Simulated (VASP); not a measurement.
Wanted: the native input for a VASP 6.6.1 run.

- Task: single point
- Functional: PBEsol
- Potentials or basis: VASP PAW PBE potentials, release 64 (Al, Ru_pv)
- Cutoff: 520 eV
- k mesh: 18 × 18 × 18
- Occupations: gaussian, width 0.1 eV
- Spin: no spin polarisation
- Dipole correction: no
- Further INCAR settings: ALGO = Normal; EDIFF = 1e-07; NBANDS = 16

The structure of AlRu lies in POSCAR:

```
AlRu
1.0
    2.8870250208      0.0000000000      0.0000000000
    0.0000000000      2.8870250208      0.0000000000
    0.0000000000      0.0000000000      2.8870250208
Al Ru
1 1
Direct
    0.0000000000      0.0000000000      0.0000000000
    0.5000000000      0.5000000000      0.5000000000
```

This cell differs from its parent crystal: equal strain along all axes, cell held: -3.0 %.

These files were run (other wordings do the same):

INCAR

```
PREC = Accurate ; ENCUT = 520
EDIFF = 1E-7 ; ISMEAR = 0
SIGMA = 0.1 ; LREAL = F
LASPH = T ; NELM = 60
ALGO = Normal ; ISIF = 2
LWAVE = F ; LCHARG = T
GGA = PS ; LELF = T
LVHAR = T ; NBANDS = 16
```

KPOINTS

```
Automatic mesh
0
Gamma
  18 18 18
```

Potentials or basis: VASP PAW PBE potentials, release 64 (Al, Ru_pv).

The run is started by

```console
$ cat potpaw_PBE.64/Al/POTCAR potpaw_PBE.64/Ru_pv/POTCAR > POTCAR
$ mpirun -np 1 vasp_std > vasp.out
```

It gave:

| Item | Value |
| --- | --- |
| Pressure | 24.6 GPa |
| Band gap on the k mesh | zero (an odd number of electrons rules out a gap without spin polarisation) |

Caveat: the cell differs from its parent crystal (equal strain along all axes, cell held: -3.0 %); the cell stands under pressure; the PAW data sets were made with another functional, which shifts forces and pressure a little.

It took 91 s on 1 thread of AMD EPYC 7R43 64-Core Processor (Zen 3), on a shared host, peak memory 0.17 GiB.
